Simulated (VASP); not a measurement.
# HgTe (I-4m2) in VASP: a series of runs

The runs below take HgTe through single point, with LDA.

Program: VASP 6.6.1. These are calculated values, not measurements. Logs are shortened: lines on timing, memory, paths and dates and some standing lists are left out, and cuts for length are marked.

## 1. The cell of the first run

It takes space group I-4m2 (No. 119, tetragonal). Conventional cell: a = 6.175 Å, b = 6.175 Å, c = 3.035 Å, α = 90.00°, β = 90.00°, γ = 90.00°. Hg (site symmetry -4m2) has 2 Hg at 3.04 Å and 8 Te at 3.18 to 3.84 Å within 4.0 Å. Te (site symmetry -4m2) has 2 Te at 3.04 Å and 8 Hg at 3.18 to 3.84 Å within 4.0 Å.

## 2. Single point, LDA

The input, INCAR:

```
PREC = Accurate ; ENCUT = 520
EDIFF = 1E-6 ; ISMEAR = 0
SIGMA = 0.15 ; LREAL = False
LASPH = True ; NELM = 60
ALGO = Normal ; ISIF = 2
LWAVE = False ; LCHARG = False
GGA = CA ; NBANDS = 16
```

The input, KPOINTS:

```
regular mesh
0
Gamma
  18 18 18
```

The input, POSCAR:

```
HgTe
1.0
   -3.0873287741      3.0873287741      1.5175434582
    3.0873287741     -3.0873287741      1.5175434582
    3.0873287741      3.0873287741     -1.5175434582
Hg Te
1 1
Direct
    0.2500000000      0.7500000000      0.5000000000
    0.0000000000      0.0000000000      0.0000000000
```

Potentials or basis: VASP PAW LDA potentials, release 64 (Hg, Te).

The run is started by

```
$ cat potpaw_LDA.64/Hg/POTCAR potpaw_LDA.64/Te/POTCAR > POTCAR
$ mpirun -np 1 vasp_std > vasp.out
```

OUTCAR:

```text
PREC = Accurate
   ENCUT = 520
   EDIFF = 1E-6
   ISMEAR = 0
   LREAL = False
   LASPH = True
   NELM = 60
   ISIF = 2
   GGA = CA

 ion  position               nearest neighbor table
   1  0.250  0.750  0.500-   2 3.18   2 3.18   2 3.18   2 3.18
   2  0.000  0.000  0.000-   1 3.18   1 3.18   1 3.18   1 3.18

  LATTYP: Found a body centered tetragonal cell.
 ALAT       =     6.1746575482
 C/A-ratio  =     0.4915393109

  Lattice vectors:

 A1 = (  -3.0873287741,   3.0873287741,   1.5175434582)
 A2 = (   3.0873287741,  -3.0873287741,   1.5175434582)
 A3 = (   3.0873287741,   3.0873287741,  -1.5175434582)

Analysis of symmetry for initial positions (statically):
=====================================================================
 Subroutine PRICEL returns:
 Original cell was already a primitive cell.

 Routine SETGRP: Setting up the symmetry group for a
 body centered tetragonal supercell.

 Subroutine GETGRP returns: Found  8 space group operations
 (whereof  8 operations were pure point group operations)
 out of a pool of 16 trial point group operations.

The static configuration has the point symmetry D_2d.

Analysis of symmetry for dynamics (positions and initial velocities):
=====================================================================
 Subroutine PRICEL returns:
 Original cell was already a primitive cell.

 Routine SETGRP: Setting up the symmetry group for a
 body centered tetragonal supercell.

 Subroutine GETGRP returns: Found  8 space group operations
 (whereof  8 operations were pure point group operations)
 out of a pool of 16 trial point group operations.

The dynamic configuration has the point symmetry D_2d.

 Subroutine INISYM returns: Found  8 space group operations
 (whereof  8 operations are pure point group operations),
 and found     1 'primitive' translations

----------------------------------------------------------------------------------------

                                     Primitive cell

  volume of cell :      57.8585

  direct lattice vectors                    reciprocal lattice vectors
    -3.087328774  3.087328774  1.517543458     0.000000000  0.161952301  0.329479856
     3.087328774 -3.087328774  1.517543458     0.161952301  0.000000000  0.329479856
     3.087328774  3.087328774 -1.517543458     0.161952301  0.161952301  0.000000000

  length of vectors
     4.622351790  4.622351790  4.622351790     0.367131480  0.367131480  0.229035141

  position of ions in fractional coordinates (direct lattice)
[... 78 lines left out ...]
   NELM   =     60;   NELMIN=  2; NELMDL= -5     # of ELM steps
   EDIFF  = 0.1E-05   stopping-criterion for ELM
   LREAL  =      F    real-space projection
   EDIFFG = 0.1E-04   stopping-criterion for IOM
   NSW    =      0    number of steps for IOM
   IBRION =     -1    ionic relax: 0-MD 1-quasi-New 2-CG
   NFREE  =      0    steps in history (QN), initial steepest desc. (CG)
   ISIF   =      2    stress and relaxation
   ISYM   =      2    0-nonsym 1-usesym 2-fastsym
   POTIM  = 0.5000    time-step for ionic-motion
   TEBEG  =    0.0;   TEEND  =   0.0 temperature during run
   PSTRESS=    0.0 pullay stress
   NELECT =      18.0000    total number of electrons
   NUPDOWN=      -1.0000    fix difference up-down
   EMIN   =  10.00;   EMAX   =-10.00  energy-range for DOS
   EFERMI =   0.00;   METHOD = LEGACY
   ISMEAR =     0;   SIGMA  =   0.15  broadening in eV -4-tet -1-fermi 0-gaus
   EFERMI_NEDOS =   21; number of points for ismear=-14 and -15
   IALGO  =     38    algorithm
   IMIX   =      4    mixing-type and parameters
     AMIX     =   0.40;   BMIX     =  1.00
     AMIX_MAG =   1.60;   BMIX_MAG =  1.00
  volume/ion in A,a.u.               =      28.93       195.22
  Fermi-wavevector in a.u.,A,eV,Ry     =   1.109286  2.096246 16.742166  1.230515
  Thomas-Fermi vector in A             =   2.245823
   LORBIT       =      0    0 simple, 1 ext, 2 COOP (PROOUT), +10 PAW based schemes
   GGA     = CA    functional components
   LHFCALC =     F    Hartree Fock is set to
   AEXX    =    0.0000 exact exchange contribution
   IVDW    =     0    specifies the selected vdW correction
   LEPSILON=     F    determine dielectric tensor
   LRPA    =     F    only Hartree local field effects (RPA)
 non-spin polarized calculation
 Gauss-broadening in eV      SIGMA  =   0.15
  energy-cutoff  :      520.00
  volume of cell :       57.86
 maximum number of plane-waves:      1589
   NGX = 17   NGY = 17   NGZ = 17

 number of electron      18.0000002 magnetization

 Free energy of the ion-electron system (eV)
  ---------------------------------------------------
  ext. energy  EPLUGINS =         0.00000000
  ---------------------------------------------------
  free energy    TOTEN  =        -4.69908187 eV

  energy without entropy =       -4.69146599  energy(sigma->0) =       -4.69527393

 E-fermi :   4.2074     XC(G=0): -10.0857

 val. band max:        4.2047410599   @ k =  -0.1667  -0.4444   0.1667
 cond. band min:       4.2267555146   @ k =  -0.2778   0.0556   0.0000
 fundamental gap:      0.0220144548
 Fermi energy:         4.2074048533

 k-point     1 :       0.0000    0.0000    0.0000
  band No.  band energies     occupation
      1      -8.3369      2.00000
      2      -3.3698      2.00000
      3      -2.4573      2.00000
      4      -2.3832      2.00000
      5      -1.8781      2.00000
      6      -1.8781      2.00000
[... 433 lines left out ...]
      3      -2.4356      2.00000
      4      -2.3982      2.00000
      5      -2.1253      2.00000
      6      -2.1098      2.00000
[... 8 lines left out ...]
     15      13.8479      0.00000
     16      14.5246      0.00000

 [... further k-points ...]

------------------------ aborting loop because EDIFF is reached ----------------------------------------

  FORCE on cell =-STRESS in cart. coord.  units (eV):
  Direction    XX          YY          ZZ          XY          YZ          ZX
  --------------------------------------------------------------------------------------
  -------------------------------------------------------------------------------------
  Total       -1.9897736     -1.9897736     -0.7596400      0.0000000      0.0000000      0.0000000
  in kB      -55.0994622    -55.0994622    -21.0354351      0.0000000      0.0000000      0.0000000
  external PRESSURE =     -43.7447865 kB  Pullay stress =       0.0000000 kB

 VOLUME and BASIS-vectors are now :
 -----------------------------------------------------------------------------
  energy-cutoff  :      520.00
  volume of cell :       57.86
      direct lattice vectors                 reciprocal lattice vectors
    -3.087328774  3.087328774  1.517543458     0.000000000  0.161952301  0.329479856
     3.087328774 -3.087328774  1.517543458     0.161952301  0.000000000  0.329479856
     3.087328774  3.087328774 -1.517543458     0.161952301  0.161952301  0.000000000

 POSITION                                       TOTAL-FORCE (eV/Angst)
 -----------------------------------------------------------------------------------
      3.08733     -0.00000      0.75877         0.000000     -0.000000      0.000000
      0.00000      0.00000      0.00000        -0.000000      0.000000     -0.000000
 -----------------------------------------------------------------------------------
    total drift:                                0.000000     -0.000000     -0.000000

  FREE ENERGIE OF THE ION-ELECTRON SYSTEM (eV)
  ---------------------------------------------------
  free  energy   TOTEN  =        -4.6990818749 eV

  energy  without entropy=       -4.6914659913  energy(sigma->0) =       -4.69527393
```

OSZICAR:

```text
N       E                     dE             d eps       ncg     rms          rms(c)
DAV:   1     0.984465053970E+02    0.98447E+02   -0.78246E+03 15392   0.971E+02
DAV:   2    -0.177250513214E+01   -0.10022E+03   -0.92875E+02 18240   0.229E+02
DAV:   3    -0.483894856192E+01   -0.30664E+01   -0.30580E+01 19072   0.399E+01
DAV:   4    -0.485331333067E+01   -0.14365E-01   -0.14364E-01 19208   0.296E+00
DAV:   5    -0.485349038534E+01   -0.17705E-03   -0.17705E-03 19872   0.334E-01    0.706E+00
DAV:   6    -0.470897993148E+01    0.14451E+00   -0.27883E-01 18048   0.665E+00    0.496E+00
DAV:   7    -0.470055045064E+01    0.84295E-02   -0.40084E-02 18880   0.144E+00    0.170E+00
DAV:   8    -0.469913474985E+01    0.14157E-02   -0.52968E-03 17048   0.829E-01    0.182E-01
DAV:   9    -0.469907950956E+01    0.55240E-04   -0.27187E-04 20224   0.160E-01    0.757E-02
DAV:  10    -0.469908067878E+01   -0.11692E-05   -0.17595E-05 18200   0.310E-02    0.392E-02
DAV:  11    -0.469908190452E+01   -0.12257E-05   -0.27466E-06 18928   0.109E-02    0.276E-03
DAV:  12    -0.469908187491E+01    0.29612E-07   -0.25153E-07  9192   0.366E-03
   1 F= -.46990819E+01 E0= -.46952739E+01  d E =-.761588E-02
```

Run time: 4.4 min. Hardware: 1 thread of Intel Xeon 6975P-C, shared host; peak memory 0.55 GiB.

What came out:

| Item | Value |
| --- | --- |
| Free energy | -4.6991 eV |
| Pressure | -4.4 GPa |
| Band gap on the k mesh | zero (band 9 reaches 5.48 eV, above the bottom of band 10 at 1.83 eV) |

Stress tensor (GPa, compression positive):
```
-5.51  0.00  0.00
 0.00 -5.51  0.00
 0.00  0.00 -2.10
```

Caveat: spin-orbit coupling is left out, which moves the levels of the heavy elements.

## 3. Single point, LDA

The input, INCAR:

```
SYSTEM = HgTe
PREC     = Accurate       ! precision mode
ENCUT    = 520            ! plane-wave cutoff, eV
EDIFF    = 1E-6           ! SCF threshold, eV
ISMEAR   = 0              ! smearing method
SIGMA    = 0.15           ! smearing width, eV
LREAL    = .FALSE.        ! projectors in reciprocal space
LASPH    = .TRUE.         ! aspherical terms in the spheres
NELM     = 100            ! most SCF steps
ALGO     = Normal         ! electronic algorithm
ISIF     = 2              ! what is computed and relaxed
LWAVE    = .FALSE.        ! write WAVECAR
LCHARG   = .FALSE.        ! write CHGCAR
NBANDS   = 16             ! bands
```

The input, KPOINTS:

```
Automatic mesh
0
G
  18 18 18
  0 0 0
```

The input, POSCAR:

```
HgTe
1.0
   -2.9964717795      2.9964717795      1.6109665182
    2.9964717795     -2.9964717795      1.6109665182
    2.9964717795      2.9964717795     -1.6109665182
Hg Te
1 1
Direct
    0.2500000000      0.7500000000      0.5000000000
    0.0000000000      0.0000000000      0.0000000000
```

Potentials or basis: VASP PAW LDA potentials, release 64 (Hg, Te).

The run is started by

```
$ cat potpaw_LDA.64/Hg/POTCAR potpaw_LDA.64/Te/POTCAR > POTCAR
$ mpirun -np 1 vasp_std > vasp.out
```

OUTCAR:

```text
SYSTEM = HgTe
   PREC = Accurate
   ENCUT = 520
   EDIFF = 1E-6
   ISMEAR = 0
   LREAL = .FALSE.
   LASPH = .TRUE.
   NELM = 100
   ISIF = 2

 ion  position               nearest neighbor table
   1  0.250  0.750  0.500-   2 3.10   2 3.10   2 3.10   2 3.10
   2  0.000  0.000  0.000-   1 3.10   1 3.10   1 3.10   1 3.10

  LATTYP: Found a body centered tetragonal cell.
 ALAT       =     5.9929435590
 C/A-ratio  =     0.5376211214

  Lattice vectors:

 A1 = (  -2.9964717795,   2.9964717795,   1.6109665182)
 A2 = (   2.9964717795,  -2.9964717795,   1.6109665182)
 A3 = (   2.9964717795,   2.9964717795,  -1.6109665182)

Analysis of symmetry for initial positions (statically):
=====================================================================
 Subroutine PRICEL returns:
 Original cell was already a primitive cell.

 Routine SETGRP: Setting up the symmetry group for a
 body centered tetragonal supercell.

 Subroutine GETGRP returns: Found  8 space group operations
 (whereof  8 operations were pure point group operations)
 out of a pool of 16 trial point group operations.

The static configuration has the point symmetry D_2d.

Analysis of symmetry for dynamics (positions and initial velocities):
=====================================================================
 Subroutine PRICEL returns:
 Original cell was already a primitive cell.

 Routine SETGRP: Setting up the symmetry group for a
 body centered tetragonal supercell.

 Subroutine GETGRP returns: Found  8 space group operations
 (whereof  8 operations were pure point group operations)
 out of a pool of 16 trial point group operations.

The dynamic configuration has the point symmetry D_2d.

 Subroutine INISYM returns: Found  8 space group operations
 (whereof  8 operations are pure point group operations),
 and found     1 'primitive' translations

----------------------------------------------------------------------------------------

                                     Primitive cell

[... 111 lines left out ...]
  volume/ion in A,a.u.               =      28.93       195.22
  Fermi-wavevector in a.u.,A,eV,Ry     =   1.109286  2.096246 16.742166  1.230515
  Thomas-Fermi vector in A             =   2.245823
   LORBIT       =      0    0 simple, 1 ext, 2 COOP (PROOUT), +10 PAW based schemes
   GGA     = CA    functional components
   LHFCALC =     F    Hartree Fock is set to
   AEXX    =    0.0000 exact exchange contribution
   IVDW    =     0    specifies the selected vdW correction
   LEPSILON=     F    determine dielectric tensor
   LRPA    =     F    only Hartree local field effects (RPA)
 non-spin polarized calculation
 Gauss-broadening in eV      SIGMA  =   0.15
  energy-cutoff  :      520.00
  volume of cell :       57.86
 maximum number of plane-waves:      1582
 NGX is ok and might be reduce to    36
   NGX = 17   NGY = 17   NGZ = 17

 number of electron      17.9999998 magnetization

 Free energy of the ion-electron system (eV)
  ---------------------------------------------------
  ext. energy  EPLUGINS =         0.00000000
  ---------------------------------------------------
  free energy    TOTEN  =        -4.71618651 eV

  energy without entropy =       -4.70345650  energy(sigma->0) =       -4.70982151

 E-fermi :   4.3025     XC(G=0): -10.0983

 val. band max:        4.2954565643   @ k =  -0.2778   0.4444   0.0556
 cond. band min:       4.3052814815   @ k =  -0.2778  -0.4444   0.1111
 fundamental gap:      0.0098249172
 Fermi energy:         4.3025209323

 k-point     1 :       0.0000    0.0000    0.0000
  band No.  band energies     occupation
      1      -8.1628      2.00000
      2      -2.9708      2.00000
      3      -2.4647      2.00000
      4      -2.3891      2.00000
      5      -2.0180      2.00000
      6      -2.0180      2.00000
[... 433 lines left out ...]
      3      -2.4672      2.00000
      4      -2.4213      2.00000
      5      -2.1780      2.00000
      6      -2.1583      2.00000
[... 8 lines left out ...]
     15      13.6903      0.00000
     16      13.9216      0.00000

 [... further k-points ...]

------------------------ aborting loop because EDIFF is reached ----------------------------------------

  FORCE on cell =-STRESS in cart. coord.  units (eV):
  Direction    XX          YY          ZZ          XY          YZ          ZX
  --------------------------------------------------------------------------------------
  -------------------------------------------------------------------------------------
  Total       -1.8036783     -1.8036783     -1.8800006      0.0000000      0.0000000      0.0000000
  in kB      -49.9462367    -49.9462367    -52.0597036      0.0000000      0.0000000      0.0000000
  external PRESSURE =     -50.6507256 kB  Pullay stress =       0.0000000 kB

 VOLUME and BASIS-vectors are now :
 -----------------------------------------------------------------------------
  energy-cutoff  :      520.00
  volume of cell :       57.86
      direct lattice vectors                 reciprocal lattice vectors
    -2.996471780  2.996471780  1.610966518     0.000000000  0.166862910  0.310372683
     2.996471780 -2.996471780  1.610966518     0.166862910  0.000000000  0.310372683
     2.996471780  2.996471780 -1.610966518     0.166862910  0.166862910  0.000000000

 POSITION                                       TOTAL-FORCE (eV/Angst)
 -----------------------------------------------------------------------------------
      2.99647      0.00000      0.80548        -0.000000      0.000000      0.000000
      0.00000      0.00000      0.00000         0.000000     -0.000000     -0.000000
 -----------------------------------------------------------------------------------
    total drift:                                0.000000     -0.000000     -0.000000

  FREE ENERGIE OF THE ION-ELECTRON SYSTEM (eV)
  ---------------------------------------------------
  free  energy   TOTEN  =        -4.7161865104 eV

  energy  without entropy=       -4.7034565036  energy(sigma->0) =       -4.70982151
```

OSZICAR:

```text
N       E                     dE             d eps       ncg     rms          rms(c)
DAV:   1     0.984113458080E+02    0.98411E+02   -0.78291E+03 15368   0.972E+02
DAV:   2    -0.179211934217E+01   -0.10020E+03   -0.92786E+02 18144   0.229E+02
DAV:   3    -0.485371875539E+01   -0.30616E+01   -0.30523E+01 18920   0.399E+01
DAV:   4    -0.486805780015E+01   -0.14339E-01   -0.14338E-01 19192   0.297E+00
DAV:   5    -0.486823522380E+01   -0.17742E-03   -0.17742E-03 19736   0.335E-01    0.695E+00
DAV:   6    -0.472531691508E+01    0.14292E+00   -0.29739E-01 18008   0.679E+00    0.489E+00
DAV:   7    -0.471797853865E+01    0.73384E-02   -0.33505E-02 17680   0.130E+00    0.175E+00
DAV:   8    -0.471624127581E+01    0.17373E-02   -0.30243E-03 18408   0.554E-01    0.231E-01
DAV:   9    -0.471618305803E+01    0.58218E-04   -0.16561E-04 19912   0.116E-01    0.691E-02
DAV:  10    -0.471618564482E+01   -0.25868E-05   -0.13960E-05 18616   0.315E-02    0.298E-02
DAV:  11    -0.471618651035E+01   -0.86553E-06   -0.16413E-06 15904   0.934E-03
   1 F= -.47161865E+01 E0= -.47098215E+01  d E =-.127300E-01
```

stdout:

```text
POSCAR found type information on POSCAR HgTe
 POSCAR found :  2 types and       2 ions
 scaLAPACK will be used
 LDA part: xc-table for (Slater(with rela. corr.)+CA(PZ))
 , standard interpolation
 POSCAR, INCAR and KPOINTS ok, starting setup
 FFT: planning ... GRIDC
 FFT: planning ... GRID_SOFT
 FFT: planning ... GRID
 WAVECAR not read
 entering main loop
```

It took 5.2 min on 1 thread of Intel Xeon 6975P-C, shared host; peak memory 0.55 GiB.

What came out:

```
Free energy            : -4.7162 eV
Pressure               : -5.1 GPa
Band gap on the k mesh : zero (band 9 reaches 6.08 eV, above the bottom of band 10 at 1.96 eV)
```

Caveat: spin-orbit coupling is left out, which moves the levels of the heavy elements.

(Continued in part 2 of 2.)
